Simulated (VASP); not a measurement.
# MgO (Fm-3m) in VASP: further runs, part 2 of 2

VASP 6.6.1.

**3. Electric field gradients, PBE**

This run uses another cell than the first one: it holds 16 atoms, not 2.

The input, INCAR:

```
PREC = Accurate
ENCUT = 520
EDIFF = 1E-8
ISMEAR = 0
SIGMA = 0.01
LREAL = Auto
LASPH = True
NELM = 100
ALGO = Normal
ISIF = 2
LWAVE = False
LCHARG = False
GGA = PE
LEFG = True
NBANDS = 46
```

The input, KPOINTS:

```
Automatic mesh
0
Gamma
  4 4 4
```

The input, POSCAR:

```
MgO
1.0
    0.0000000000      4.2170000000      4.2170000000
    4.2170000000      0.0000000000      4.2170000000
    4.2170000000      4.2170000000      0.0000000000
Mg O
8 8
Direct
    0.0000000000      0.0000000000      0.0000000000
    0.0000000000      0.0000000000      0.5000000000
    0.0000000000      0.5000000000      0.0000000000
    0.0000000000      0.5000000000      0.5000000000
    0.5000000000      0.0000000000      0.0000000000
    0.5000000000      0.0000000000      0.5000000000
    0.5000000000      0.5000000000      0.0000000000
    0.5000000000      0.5000000000      0.5000000000
    0.2500000000      0.2500000000      0.2500000000
    0.2500000000      0.2500000000      0.7500000000
    0.2500000000      0.7500000000      0.2500000000
    0.2500000000      0.7500000000      0.7500000000
    0.7500000000      0.2500000000      0.2500000000
    0.7500000000      0.2500000000      0.7500000000
    0.7500000000      0.7500000000      0.2500000000
    0.7500000000      0.7500000000      0.7500000000
```

Potentials or basis: VASP PAW PBE potentials, release 64 (Mg, O).

The run is started by

```console
$ cat potpaw_PBE.64/Mg/POTCAR potpaw_PBE.64/O/POTCAR > POTCAR
$ mpirun -np 1 vasp_std > vasp.out
```

OUTCAR:

```text
PREC = Accurate
   ENCUT = 520
   EDIFF = 1E-8
   ISMEAR = 0
   LREAL = Auto
   LASPH = True
   NELM = 100
   ISIF = 2
   GGA = PE

 ion  position               nearest neighbor table
   1  0.000  0.000  0.000-  10 2.11  11 2.11  12 2.11  13 2.11  14 2.11  15 2.11   2 2.98   3 2.98
                             5 2.98   2 2.98   4 2.98   6 2.98   3 2.98   4 2.98   7 2.98   5 2.98
   2  0.000  0.000  0.500-   9 2.11  11 2.11  12 2.11  13 2.11  14 2.11  16 2.11   1 2.98   4 2.98
                             6 2.98   1 2.98   3 2.98   5 2.98   3 2.98   4 2.98   8 2.98   5 2.98
   3  0.000  0.500  0.000-   9 2.11  10 2.11  12 2.11  13 2.11  15 2.11  16 2.11   1 2.98   4 2.98
                             7 2.98   2 2.98   4 2.98   8 2.98   1 2.98   2 2.98   5 2.98   5 2.98
   4  0.000  0.500  0.500-   9 2.11  10 2.11  11 2.11  14 2.11  15 2.11  16 2.11   2 2.98   3 2.98
                             8 2.98   1 2.98   3 2.98   7 2.98   1 2.98   2 2.98   6 2.98   6 2.98
   5  0.500  0.000  0.000-   9 2.11  10 2.11  11 2.11  14 2.11  15 2.11  16 2.11   1 2.98   6 2.98
                             7 2.98   2 2.98   6 2.98   8 2.98   3 2.98   7 2.98   8 2.98   1 2.98
   6  0.500  0.000  0.500-   9 2.11  10 2.11  12 2.11  13 2.11  15 2.11  16 2.11   2 2.98   5 2.98
                             8 2.98   1 2.98   5 2.98   7 2.98   4 2.98   7 2.98   8 2.98   1 2.98
   7  0.500  0.500  0.000-   9 2.11  11 2.11  12 2.11  13 2.11  14 2.11  16 2.11   3 2.98   5 2.98
                             8 2.98   4 2.98   6 2.98   8 2.98   1 2.98   5 2.98   6 2.98   1 2.98
   8  0.500  0.500  0.500-  10 2.11  11 2.11  12 2.11  13 2.11  14 2.11  15 2.11   4 2.98   6 2.98
                             7 2.98   3 2.98   5 2.98   7 2.98   2 2.98   5 2.98   6 2.98   2 2.98
   9  0.250  0.250  0.250-   2 2.11   3 2.11   4 2.11   5 2.11   6 2.11   7 2.11
[... 13 lines left out ...]
 A1 = (   0.0000000000,   4.2170000000,   4.2170000000)
 A2 = (   4.2170000000,   0.0000000000,   4.2170000000)
 A3 = (   4.2170000000,   4.2170000000,   0.0000000000)

Analysis of symmetry for initial positions (statically):
=====================================================================
 Subroutine PRICEL returns following result:

  LATTYP: Found a face centered cubic cell.
 ALAT       =     4.2170000000

  Lattice vectors:

 A1 = (   0.0000000000,   2.1085000000,   2.1085000000)
 A2 = (   2.1085000000,   0.0000000000,   2.1085000000)
 A3 = (   2.1085000000,   2.1085000000,   0.0000000000)

   8 primitive cells build up your supercell.

 Routine SETGRP: Setting up the symmetry group for a
 face centered cubic supercell.

 Subroutine GETGRP returns: Found 48 space group operations
 (whereof 48 operations were pure point group operations)
 out of a pool of 48 trial point group operations.

The static configuration has the point symmetry O_h .

Analysis of symmetry for dynamics (positions and initial velocities):
=====================================================================
 Subroutine PRICEL returns following result:

  LATTYP: Found a face centered cubic cell.
 ALAT       =     4.2170000000

  Lattice vectors:

 A1 = (   0.0000000000,   2.1085000000,   2.1085000000)
 A2 = (   2.1085000000,   0.0000000000,   2.1085000000)
 A3 = (   2.1085000000,   2.1085000000,   0.0000000000)

   8 primitive cells build up your supercell.

 Routine SETGRP: Setting up the symmetry group for a
 face centered cubic supercell.

 Subroutine GETGRP returns: Found 48 space group operations
 (whereof 48 operations were pure point group operations)
 out of a pool of 48 trial point group operations.

[... 128 lines left out ...]
  free energy    TOTEN  =       -95.26020571 eV

  energy without entropy =      -95.26020571  energy(sigma->0) =      -95.26020571

 E-fermi :   3.2535     XC(G=0): -11.0620

 val. band max:        3.1606303891   @ k =   0.0000   0.0000   0.0000
 cond. band min:       7.8526767903   @ k =   0.0000   0.0000   0.0000
 fundamental gap:      4.6920464012
 Fermi energy:         3.2535292349

 k-point     1 :       0.0000    0.0000    0.0000
  band No.  band energies     occupation
      1     -14.0850      2.00000
      2     -12.8096      2.00000
      3     -12.8096      2.00000
      4     -12.8096      2.00000
      5     -12.8096      2.00000
      6     -12.5524      2.00000
[... 365 lines left out ...]
     43      14.6360      0.00000
     44      14.6461      0.00000
 [bands above 44 left out]

------------------------ aborting loop because EDIFF is reached ----------------------------------------

  FORCE on cell =-STRESS in cart. coord.  units (eV):
  Direction    XX          YY          ZZ          XY          YZ          ZX
  --------------------------------------------------------------------------------------
  -------------------------------------------------------------------------------------
  Total        3.1841763      3.1841763      3.1841763      0.0000000      0.0000000      0.0000000
  in kB       34.0147190     34.0147190     34.0147190      0.0000000      0.0000000      0.0000000
  external PRESSURE =      34.0147190 kB  Pullay stress =       0.0000000 kB

 VOLUME and BASIS-vectors are now :
 -----------------------------------------------------------------------------
  energy-cutoff  :      520.00
  volume of cell :      149.98
      direct lattice vectors                 reciprocal lattice vectors
     0.000000000  4.217000000  4.217000000    -0.118567702  0.118567702  0.118567702
     4.217000000  0.000000000  4.217000000     0.118567702 -0.118567702  0.118567702
     4.217000000  4.217000000  0.000000000     0.118567702  0.118567702 -0.118567702

 POSITION                                       TOTAL-FORCE (eV/Angst)
 -----------------------------------------------------------------------------------
      0.00000      0.00000      0.00000        -0.000000      0.000000      0.000000
      2.10850      2.10850      0.00000         0.000000      0.000000     -0.000000
      2.10850      0.00000      2.10850        -0.000000     -0.000000     -0.000000
      4.21700      2.10850      2.10850         0.000000     -0.000000      0.000000
      0.00000      2.10850      2.10850        -0.000000     -0.000000     -0.000000
      2.10850      4.21700      2.10850         0.000000      0.000000      0.000000
[... 8 lines left out ...]
      4.21700      4.21700      6.32550         0.000000      0.000000      0.000000
      6.32550      6.32550      6.32550         0.000000     -0.000000     -0.000000
 -----------------------------------------------------------------------------------
    total drift:                               -0.000000     -0.000000      0.000000

  FREE ENERGIE OF THE ION-ELECTRON SYSTEM (eV)
  ---------------------------------------------------
  free  energy   TOTEN  =       -95.2602057146 eV

  energy  without entropy=      -95.2602057146  energy(sigma->0) =      -95.26020571

 Electric field gradients (V/A^2)
---------------------------------------------------------------------
 ion       V_xx      V_yy      V_zz      V_xy      V_xz      V_yz
---------------------------------------------------------------------
   1      -0.000     0.000    -0.000     0.000     0.000     0.000
   2      -0.000     0.000    -0.000     0.000     0.000     0.000
   3       0.000     0.000    -0.000     0.000     0.000     0.000
   4      -0.000    -0.000    -0.000     0.000     0.000     0.000
   5      -0.000     0.000    -0.000     0.000     0.000     0.000
   6      -0.000     0.000    -0.000     0.000     0.000     0.000
[... 8 lines left out ...]
  15       0.000     0.000     0.000    -0.002    -0.002    -0.002
  16       0.000     0.000     0.000    -0.002    -0.002    -0.002
---------------------------------------------------------------------

 Electric field gradients after diagonalization (V/A^2)
 (convention: |V_zz| > |V_xx| > |V_yy|)
----------------------------------------------------------------------
 ion       V_xx      V_yy      V_zz     asymmetry (V_yy - V_xx)/ V_zz
----------------------------------------------------------------------
   1      -0.000    -0.000     0.000       0.000
   2      -0.000    -0.000     0.000       0.000
   3      -0.000    -0.000     0.000       0.000
   4      -0.000    -0.000     0.000       0.000
   5      -0.000    -0.000     0.000       0.000
   6      -0.000    -0.000     0.000       0.000
[... 8 lines left out ...]
  15       0.002     0.002    -0.004       0.000
  16       0.002     0.002    -0.004       0.000
----------------------------------------------------------------------

           NMR quadrupolar parameters

 Cq : quadrupolar parameter    Cq=e*Q*V_zz/h
 eta: asymmetry parameters     (V_yy - V_xx)/ V_zz
 Q  : nuclear electric quadrupole moment in mb (millibarn)
----------------------------------------------------------------------
 ion       Cq(MHz)       eta       Q (mb)
----------------------------------------------------------------------
   1       0.000       0.000       1.000
   2       0.000       0.000       1.000
   3       0.000       0.000       1.000
   4       0.000       0.000       1.000
   5       0.000       0.000       1.000
   6       0.000       0.000       1.000
[... 8 lines left out ...]
  15      -0.000       0.000       1.000
  16      -0.000       0.000       1.000
----------------------------------------------------------------------
```

Run time: 3.7 min. Hardware: 1 thread of AMD EPYC, shared host; peak memory 0.29 GiB.

Results:

```yaml
Free_energy: -95.2602 eV
Pressure: 3.4 GPa
Band_gap_on_the_k_mesh: 4.69 eV
Largest_electric_field_gradient_by_atom: zero within the noise of the run
```

Caveat: the cell stands under pressure.
